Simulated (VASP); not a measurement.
# SiC (P6_3mc) in VASP: further runs

Runs on SiC. Level: r2SCAN. Tasks: single point.

Program: VASP 6.6.1. These are calculated values, not measurements. Logs are shortened: lines on timing, memory, paths and dates and some standing lists are left out, and cuts for length are marked.

## 1. The cell of the first run

Symmetry: P6_3mc, No. 186, hexagonal system. The conventional cell has a = 3.045 Å, b = 3.045 Å, c = 5.057 Å, α = 90.00°, β = 90.00°, γ = 120.00°. Within 2.5 Å of Si (site symmetry 3m) lie 4 C at 1.87 to 1.89 Å. C (site symmetry 3m) has 4 Si at 1.87 to 1.89 Å within 2.5 Å.

## 2. Single point, r2SCAN (in-plane strain -0.01, then relaxed in part)

The input, POSCAR:

```
SiC
1.0
    3.0445829006      0.0000000000      0.0000000000
   -1.5222914503      2.6366861359      0.0000000000
    0.0000000000      0.0000000000      5.0569587471
Si C
2 2
Direct
    0.3333333333      0.6666666667      0.0052077559
    0.6666666667      0.3333333333      0.5052077559
    0.3333333333      0.6666666667      0.3797922441
    0.6666666667      0.3333333333      0.8797922441
```

The input, INCAR.step1:

```
SYSTEM = SiC
PREC = Accurate
ENCUT = 520
ISMEAR = 0
SIGMA = 0.01
LREAL = .False.
LASPH = .True.
NELM = 60
NBANDS = 16
GGA = PE
ALGO = Normal
EDIFF = 1E-4
LWAVE = .True.
LCHARG = .False.
```

The input, INCAR.step2:

```
SYSTEM = SiC
PREC = Accurate
ENCUT = 520
EDIFF = 1E-6
ISMEAR = 0
SIGMA = 0.01
LREAL = .False.
LASPH = .True.
NELM = 60
ALGO = Normal
ISIF = 2
LWAVE = .False.
LCHARG = .True.
METAGGA = R2SCAN
LMIXTAU = .True.
LELF = .True.
LVHAR = .True.
NBANDS = 16
ISTART = 1
```

The input, KPOINTS:

```
regular mesh
0
Gamma
  8 8 6
  0 0 0
```

Potentials or basis: VASP PAW PBE potentials, release 64 (Si, C).

Run with:

```console
$ cat potpaw_PBE.64/Si/POTCAR potpaw_PBE.64/C/POTCAR > POTCAR
$ cp INCAR.step1 INCAR
$ mpirun -np 1 vasp_std > vasp.out
$ cp INCAR.step2 INCAR
$ mpirun -np 1 vasp_std > vasp.out
```

OUTCAR:

```text
SYSTEM = SiC
   PREC = Accurate
   ENCUT = 520
   EDIFF = 1E-6
   ISMEAR = 0
   LREAL = .False.
   LASPH = .True.
   NELM = 60
   ISIF = 2
   METAGGA = R2SCAN
   ISTART = 1

 ion  position               nearest neighbor table
   1  0.333  0.667  0.005-   4 1.87   4 1.87   4 1.87   3 1.89   2 3.08   2 3.08   2 3.08   2 3.08
                             2 3.08   2 3.08
   2  0.667  0.333  0.505-   3 1.87   3 1.87   3 1.87   4 1.89   1 3.08   1 3.08   1 3.08   1 3.08
                             1 3.08   1 3.08
   3  0.333  0.667  0.380-   2 1.87   2 1.87   2 1.87   1 1.89
   4  0.667  0.333  0.880-   1 1.87   1 1.87   1 1.87   2 1.89

  LATTYP: Found a hexagonal cell.
 ALAT       =     3.0445829006
 C/A-ratio  =     1.6609693059

  Lattice vectors:

 A1 = (   3.0445829006,   0.0000000000,   0.0000000000)
 A2 = (  -1.5222914503,   2.6366861359,   0.0000000000)
 A3 = (   0.0000000000,   0.0000000000,   5.0569587471)

Analysis of symmetry for initial positions (statically):
=====================================================================
 Subroutine PRICEL returns:
 Original cell was already a primitive cell.

 Routine SETGRP: Setting up the symmetry group for a
 hexagonal supercell.

 Subroutine GETGRP returns: Found 12 space group operations
 (whereof  6 operations were pure point group operations)
 out of a pool of 24 trial point group operations.

The static configuration has the point symmetry C_3v.
 The point group associated with its full space group is C_6v.

Analysis of symmetry for dynamics (positions and initial velocities):
=====================================================================
 Subroutine PRICEL returns:
 Original cell was already a primitive cell.

 Routine SETGRP: Setting up the symmetry group for a
 hexagonal supercell.

 Subroutine GETGRP returns: Found 12 space group operations
 (whereof  6 operations were pure point group operations)
 out of a pool of 24 trial point group operations.

The dynamic configuration has the point symmetry C_3v.
 The point group associated with its full space group is C_6v.

 Subroutine INISYM returns: Found 12 space group operations
 (whereof  6 operations are pure point group operations),
 and found     1 'primitive' translations

----------------------------------------------------------------------------------------

                                     Primitive cell

  volume of cell :      40.5953

  direct lattice vectors                    reciprocal lattice vectors
     3.044582901  0.000000000  0.000000000     0.328452216  0.189631975  0.000000000
    -1.522291450  2.636686136  0.000000000     0.000000000  0.379263950  0.000000000
     0.000000000  0.000000000  5.056958747     0.000000000  0.000000000  0.197747312

  length of vectors
     3.044582901  3.044582901  5.056958747     0.379263950  0.379263950  0.197747312

  position of ions in fractional coordinates (direct lattice)
     0.333333333  0.666666667  0.005207756
     0.666666667  0.333333333  0.505207756
     0.333333333  0.666666667  0.379792244
     0.666666667  0.333333333  0.879792244

  ion indices of the primitive-cell ions
   primitive index   ion index
                 1           1
                 2           2
                 3           3
                 4           4

----------------------------------------------------------------------------------------

 KPOINTS: regular mesh

Automatic generation of k-mesh.
 Grid dimensions read from file:
 generate k-points for:    8    8    6

 Generating k-lattice:

  Cartesian coordinates                     Fractional coordinates (reciprocal lattice)
     0.041056527  0.023703997  0.000000000     0.125000000  0.000000000  0.000000000
     0.000000000  0.047407994  0.000000000     0.000000000  0.125000000  0.000000000
     0.000000000  0.000000000  0.032957885     0.000000000  0.000000000  0.166666667

  Length of vectors
     0.047407994  0.047407994  0.032957885

  Shift w.r.t. Gamma in fractional coordinates (k-lattice)
     0.000000000  0.000000000  0.000000000

 Subroutine IBZKPT returns following result:
 ===========================================

 Found     40 irreducible k-points:

 Following reciprocal coordinates:
            Coordinates               Weight
  0.000000  0.000000  0.000000      1.000000
  0.125000  0.000000  0.000000      6.000000
  0.250000  0.000000  0.000000      6.000000
  0.375000  0.000000  0.000000      6.000000
  0.500000  0.000000  0.000000      3.000000
  0.125000  0.125000  0.000000      6.000000
[... 16 lines left out ...]
  0.250000  0.000000  0.333333     12.000000
  0.375000  0.000000  0.333333     12.000000
 [... further k-points ...]
   k-points           NKPTS =     40   k-points in BZ     NKDIM =     40   number of bands    NBANDS=     16
   number of dos      NEDOS =    301   number of ions     NIONS =      4
   total plane-waves  NPLWV =  23040
   dimension x,y,z NGX =    24 NGY =   24 NGZ =   40
   dimension x,y,z NGXF=    48 NGYF=   48 NGZF=   80
   ions per type =               2   2
   NGX,Y,Z   is equivalent  to a cutoff of  13.10, 13.10, 13.15 a.u.
   NGXF,Y,Z  is equivalent  to a cutoff of  26.21, 26.21, 26.30 a.u.
 SYSTEM =  SiC
   PREC   = accura    normal or accurate (medium, high low for compatibility)
   ISTART =      1    job   : 0-new  1-cont  2-samecut
   ICHARG =      0    charge: 1-file 2-atom 10-const
   ISPIN  =      1    spin polarized calculation?
   LNONCOLLINEAR =      F non collinear calculations
   LSORBIT =      F    spin-orbit coupling
   LASPH  =      T    aspherical Exc in radial PAW
   ENCUT  =  520.0 eV  38.22 Ry    6.18 a.u.   5.66  5.66  9.40*2*pi/ulx,y,z
   NELM   =     60;   NELMIN=  2; NELMDL=  0     # of ELM steps
   EDIFF  = 0.1E-05   stopping-criterion for ELM
   LREAL  =      F    real-space projection
   EDIFFG = 0.1E-04   stopping-criterion for IOM
   NSW    =      0    number of steps for IOM
   IBRION =     -1    ionic relax: 0-MD 1-quasi-New 2-CG
   NFREE  =      0    steps in history (QN), initial steepest desc. (CG)
   ISIF   =      2    stress and relaxation
   ISYM   =      2    0-nonsym 1-usesym 2-fastsym
   POTIM  = 0.5000    time-step for ionic-motion
   TEBEG  =    0.0;   TEEND  =   0.0 temperature during run
   PSTRESS=    0.0 pullay stress
   NELECT =      16.0000    total number of electrons
   NUPDOWN=      -1.0000    fix difference up-down
   EMIN   =  10.00;   EMAX   =-10.00  energy-range for DOS
   EFERMI =   0.00;   METHOD = LEGACY
   ISMEAR =     0;   SIGMA  =   0.01  broadening in eV -4-tet -1-fermi 0-gaus
   EFERMI_NEDOS =   21; number of points for ismear=-14 and -15
   IALGO  =     38    algorithm
   IMIX   =      4    mixing-type and parameters
     AMIX     =   0.40;   BMIX     =  1.00
     AMIX_MAG =   1.60;   BMIX_MAG =  1.00
  volume/ion in A,a.u.               =      10.15        68.49
  Fermi-wavevector in a.u.,A,eV,Ry     =   1.200299  2.268237 19.602169  1.440719
  Thomas-Fermi vector in A             =   2.336139
   LORBIT       =      0    0 simple, 1 ext, 2 COOP (PROOUT), +10 PAW based schemes
   METAGGA = R2SCAN    functional components
   LHFCALC =     F    Hartree Fock is set to
   AEXX    =    0.0000 exact exchange contribution
   IVDW    =     0    specifies the selected vdW correction
   LEPSILON=     F    determine dielectric tensor
   LRPA    =     F    only Hartree local field effects (RPA)
 non-spin polarized calculation
 Gauss-broadening in eV      SIGMA  =   0.01
  energy-cutoff  :      520.00
  volume of cell :       40.60
 maximum number of plane-waves:      1111
 NGX is ok and might be reduce to    24
   NGX = 11   NGY = 11   NGZ = 19

 number of electron      15.9999998 magnetization

 Free energy of the ion-electron system (eV)
  ---------------------------------------------------
  ext. energy  EPLUGINS =         0.00000000
  ---------------------------------------------------
  free energy    TOTEN  =       -38.62087915 eV

  energy without entropy =      -38.62087915  energy(sigma->0) =      -38.62087915

 E-fermi :   8.4559     XC(G=0): -12.0125

 val. band max:        8.3886094337   @ k =   0.0000   0.0000   0.0000
 cond. band min:      11.1907198862   @ k =   0.3750   0.2500   0.0000
 fundamental gap:      2.8021104525
 Fermi energy:         8.4559449940

 k-point     1 :       0.0000    0.0000    0.0000
  band No.  band energies     occupation
      1      -8.1492      2.00000
      2      -4.5425      2.00000
      3      -0.7843      2.00000
      4       7.0509      2.00000
      5       7.0509      2.00000
      6       8.1528      2.00000
[... 8 lines left out ...]
     15      18.1150      0.00000
     16      20.5475      0.00000

 k-point     2 :       0.1250    0.0000    0.0000
  band No.  band energies     occupation
      1      -7.8622      2.00000
      2      -4.2999      2.00000
      3      -0.5184      2.00000
      4       5.6197      2.00000
      5       6.5907      2.00000
      6       7.3714      2.00000
[... 8 lines left out ...]
     15      18.7739      0.00000
     16      18.9563      0.00000

 k-point     3 :       0.2500    0.0000    0.0000
  band No.  band energies     occupation
      1      -7.0213      2.00000
      2      -3.6341      2.00000
      3       0.2151      2.00000
      4       3.0644      2.00000
      5       5.2394      2.00000
      6       5.7662      2.00000
[... 8 lines left out ...]
     15      19.3705      0.00000
     16      20.1020      0.00000
[... 362 lines left out ...]
 k-point    23 :       0.2500    0.0000    0.3333
  band No.  band energies     occupation
      1      -6.4827      2.00000
      2      -4.9885      2.00000
      3       1.9783      2.00000
      4       3.8422      2.00000
      5       4.1342      2.00000
      6       6.1577      2.00000
[... 8 lines left out ...]
     15      19.6525      0.00000
     16      20.3249      0.00000

 k-point    24 :       0.3750    0.0000    0.3333
  band No.  band energies     occupation
      1      -5.2240      2.00000
      2      -3.9088      2.00000
      3       0.4646      2.00000
      4       1.7261      2.00000
      5       4.0647      2.00000
      6       5.5541      2.00000
[... 8 lines left out ...]
     15      21.0929      0.00000
     16      21.5352      0.00000

 [... further k-points ...]

------------------------ aborting loop because EDIFF is reached ----------------------------------------

  FORCE on cell =-STRESS in cart. coord.  units (eV):
  Direction    XX          YY          ZZ          XY          YZ          ZX
  --------------------------------------------------------------------------------------
  -------------------------------------------------------------------------------------
  Total        1.6223584      1.6223584     -0.0536592      0.0000000      0.0000000      0.0000000
  in kB       64.0297399     64.0297399     -2.1177709      0.0000000      0.0000000      0.0000000
  external PRESSURE =      41.9805697 kB  Pullay stress =       0.0000000 kB

 VOLUME and BASIS-vectors are now :
 -----------------------------------------------------------------------------
  energy-cutoff  :      520.00
  volume of cell :       40.60
      direct lattice vectors                 reciprocal lattice vectors
     3.044582901  0.000000000  0.000000000     0.328452216  0.189631975  0.000000000
    -1.522291450  2.636686136  0.000000000     0.000000000  0.379263950  0.000000000
     0.000000000  0.000000000  5.056958747     0.000000000  0.000000000  0.197747312

 POSITION                                       TOTAL-FORCE (eV/Angst)
 -----------------------------------------------------------------------------------
     -0.00000      1.75779      0.02634         0.000000      0.000000     -0.001398
      1.52229      0.87890      2.55481         0.000000      0.000000     -0.001398
     -0.00000      1.75779      1.92059        -0.000000     -0.000000      0.001398
      1.52229      0.87890      4.44907        -0.000000      0.000000      0.001398
 -----------------------------------------------------------------------------------
    total drift:                               -0.000000      0.000000     -0.000009

  FREE ENERGIE OF THE ION-ELECTRON SYSTEM (eV)
  ---------------------------------------------------
  free  energy   TOTEN  =       -38.6208791514 eV

  energy  without entropy=      -38.6208791514  energy(sigma->0) =      -38.62087915
```

Run time: 57 s. Hardware: 1 thread of Intel Xeon Platinum 8559C (Emerald Rapids), shared host; peak memory 0.16 GiB.

What came out:

| Quantity | Value |
| --- | --- |
| Free energy | -38.6209 eV |
| Pressure | 4.2 GPa |
| Band gap on the k mesh | 2.80 eV, indirect (least direct gap 4.63 eV) |

Stress tensor (GPa, compression positive):
```
 6.40  0.00  0.00
 0.00  6.40  0.00
 0.00  0.00 -0.21
```

Levels at points of the mesh, in eV from the valence-band top:
```csv
k point,band 4,band 5,band 6,band 7,band 8,band 9,band 10,band 11,band 12,band 13
"(0.00, 0.00, 0.00)",-1.34,-1.34,-0.24,0.00,0.00,5.71,6.71,7.38,7.38,8.49
"(0.50, 0.00, 0.00)",-6.68,-5.72,-3.47,-3.46,-1.30,3.33,4.56,7.60,7.71,10.68
"(0.00, 0.00, 0.50)",-4.81,-0.72,-0.72,-0.72,-0.72,6.78,6.78,8.06,8.06,8.06
"(0.50, 0.00, 0.50)",-8.65,-2.57,-2.57,-2.56,-2.56,3.69,3.69,5.82,5.82,11.16
```

Caveat: the cell differs from its parent crystal (in-plane strain -0.01, then relaxed in part); the PAW data sets were made with another functional, which shifts forces and pressure a little. A k mesh can miss the band edges.

(Continued in part 2 of 2.)
